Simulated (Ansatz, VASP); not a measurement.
# TiO2 in VASP and in Ansatz

```
CELL_PARAMETERS angstrom
-1.89210 1.89210 4.75730
1.89210 -1.89210 4.75730
1.89210 1.89210 -4.75730
ATOMIC_POSITIONS crystal
Ti 0.00000 0.00000 0.00000
Ti 0.75000 0.25000 0.50000
O 0.20816 0.20816 0.00000
O 0.95816 0.45816 0.50000
O 0.54184 0.04184 0.50000
O 0.79184 0.79184 0.00000
```

Alike in both runs: functional r2SCAN; k mesh 7 × 7 × 7; no spin polarisation.

Ansatz relaxed the structure, and its values are those at the end. VASP's run is a single point on that final structure, the one shown.

```csv
,VASP,Ansatz
version,VASP 6.6.1,Ansatz 0.2.0
potentials or method,"VASP PAW PBE potentials, release 64 (Ti_sv, O_h)","scalar-relativistic, plane waves, PAW"
plane-wave cutoff (eV),910,500
occupations,"gaussian, width 0.01 eV",fixed
valence electrons in the cell,48,48
```

```csv
,VASP,Ansatz,Ansatz less VASP
rms of the force components (eV/Å),0.015,0.000,-0.0150
```

VASP's potentials were made for PBE, not for r2SCAN. Ansatz's warnings: stress scf threshold loose.

Noted on VASP's run: the cutoff is under 1.25 times that of the potentials, so the pressure is a little rough.
